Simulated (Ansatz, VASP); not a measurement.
# Zr2BeS4 in VASP and in Ansatz

```xyz
7
Lattice="6.1478 0.0000 0.7179 0.0000 3.5672 0.0000 -0.7962 0.0000 6.0038" Properties=species:S:1:pos:R:3 pbc="T T T"
Zr   -0.1351    0.0000   -0.0246
Zr    2.1328    1.7836    6.2578
Be    4.5296    1.7836    4.2197
S     1.7698    0.0000    1.6295
S     4.7507    1.7836    2.1105
S     3.4134    0.0000    4.6962
S     0.2328    1.7836    4.4596
```

Change from the starting cell: species swapped into the KV2S4 type (Pm, No. 6).

Alike in both runs: functional PBE; k mesh 2 × 4 × 2; occupations gaussian, width 0.15 eV; no spin polarisation.

Ansatz relaxed the structure, and its values are those at the end. VASP's run is a single point on that final structure, the one shown.

```csv
,VASP,Ansatz
version,VASP 6.6.1,Ansatz 0.2.0
potentials or method,"VASP PAW PBE potentials, release 64 (Zr_sv, Be, S), cutoff 520 eV","scalar-relativistic, plane waves, PAW"
valence electrons in the cell,50,50
```

```tsv
	VASP	Ansatz	Ansatz less VASP
gap on the k mesh at the Fermi level (eV)	none	none	-
pressure (GPa)	0.0	0.0	+0.03
rms of the force components (eV/Å)	0.023	0.023	+0.0004
```

A gap of «none» marks a metal or a gap that the smearing closes. The functional is the same, so the differences come from potentials, cutoffs and numerics.

The k mesh is coarse, so the values compare programs but aren't converged.
